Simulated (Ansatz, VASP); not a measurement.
TaC: VASP beside Ansatz

File INCAR:

```
  PREC = Accurate
  ENCUT = 600
  EDIFF = 1E-7
  ISMEAR = -1
  SIGMA = 0.15
  LREAL = F
  LASPH = T
  NELM = 120
  ALGO = Normal
  ISIF = 3
  LWAVE = F
  LCHARG = F
  GGA = PE
  IBRION = 2
  NSW = 80
  EDIFFG = -0.001
  GGA_COMPAT = F
  NELMIN = 4
```

KPOINTS

```
Automatic mesh
0
Gamma
  16 16 16
```

Contents of POSCAR:

```
TaC
1.0
    0.0000000000      2.2376006053      2.2376006053
    2.2376006053      0.0000000000      2.2376006053
    2.2376006053      2.2376006053      0.0000000000
Ta C
1 1
Direct
    0.0000000000      0.0000000000      0.0000000000
    0.5000000000      0.5000000000      0.5000000000
```

Input for Ansatz:

```yaml
crystal:
  lattice:
    - [0.0, 2.2376006039, 2.2376006039]
    - [2.2376006039, 0.0, 2.2376006039]
    - [2.2376006039, 2.2376006039, 0.0]
  atoms:
    - { symbol: Ta, position: [0.0, 0.0, 0.0] }
    - { symbol: C, position: [0.5, 0.5, 0.5] }
basis:
  ecutwfc: 420
kpoints:
  mp_grid: { grid: [16, 16, 16] }
hamiltonian:
  xc: pbe
scf:
  occupations: { method: fermi_dirac, width: 0.15 }
output:
  forces: true
  stress: true
  eigenvalues: true
relax:
  adjacent_minimum: "off"
  f_tol: 0.001
  max_steps: 60
  cell: { stress_tol: 0.01 }
```

Alike in both runs: task relaxation of cell and atoms; functional PBE; k mesh 16 × 16 × 16; occupations fermi-dirac, width 0.15 eV; no spin polarisation.

|  | VASP | Ansatz |
| --- | --- | --- |
| version | VASP 6.6.1 | Ansatz 0.2.0 |
| potentials or method | VASP PAW PBE potentials, release 64 (Ta_pv, C), cutoff 600 eV | scalar-relativistic, plane waves, PAW |
| valence electrons in the cell | 15 | 17 |

```tsv
	VASP	Ansatz	Ansatz less VASP
gap on the k mesh at the Fermi level, each at its own relaxed structure (eV)	none	none	-
relaxed volume (Å³/atom)	11.23	11.21	-0.019
relaxed cell length with the largest relative difference (Å)	3.167	3.165	-0.0018
```

A gap of «none» marks a metal or a gap that the smearing closes. VASP's potentials hold 15 valence electrons a cell and Ansatz's 17, so a difference there can come from the potentials and not from the codes.

Spin-orbit coupling is off throughout.
